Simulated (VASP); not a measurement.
A run of VASP 6.6.1 is set up as follows.

POSCAR

```
C
1.0
    2.4586073516      0.0000000000      0.0000000000
   -1.2293036758      2.1292164245      0.0000000000
    0.0000000000      0.0000000000      8.1112167775
C
8
Direct
    0.0000000000      0.0000000000      0.0008143040
    0.3333333333      0.6666666667      0.2492477410
    0.0000000000      0.0000000000      0.5008143040
    0.6666666667      0.3333333333      0.7492477410
    0.0000000000      0.0000000000      0.1866856960
    0.3333333333      0.6666666667      0.4382522590
    0.0000000000      0.0000000000      0.6866856960
    0.6666666667      0.3333333333      0.9382522590
```

INCAR.step1

```
SYSTEM = C
  ALGO = Normal
  EDIFF = 1E-4
  ENCUT = 520
  GGA = PE
  ISMEAR = 0
  LASPH = .TRUE.
  LCHARG = .FALSE.
  LREAL = .FALSE.
  LWAVE = .TRUE.
  NBANDS = 26
  NELM = 60
  PREC = Accurate
  SIGMA = 0.01
```

Contents of INCAR.step2:

```
SYSTEM = C
  ALGO = Normal
  EDIFF = 1E-6
  ENCUT = 520
  ISIF = 2
  ISMEAR = 0
  ISTART = 1
  LASPH = .TRUE.
  LCHARG = .TRUE.
  LELF = .TRUE.
  LMIXTAU = .TRUE.
  LREAL = .FALSE.
  LVHAR = .TRUE.
  LWAVE = .FALSE.
  METAGGA = R2SCAN
  NBANDS = 26
  NELM = 60
  PREC = Accurate
  SIGMA = 0.01
```

The input KPOINTS:

```
k-points
0
G
  9 9 4
  0 0 0
```

Potentials or basis: VASP PAW PBE potentials, release 64 (C).

The run is started by

```sh
$ cat potpaw_PBE.64/C/POTCAR > POTCAR
$ cp INCAR.step1 INCAR
$ mpirun -np 1 vasp_std > vasp.out
$ cp INCAR.step2 INCAR
$ mpirun -np 1 vasp_std > vasp.out
```

(1) Estimate the pressure.

(2) What does it give for the band gap on the k mesh?

Answers

(1) 32.7 GPa.

(2) 4.96 eV, indirect (least direct gap 5.68 eV).

Caveat: the PAW data sets were made with another functional, which shifts forces and pressure a little.
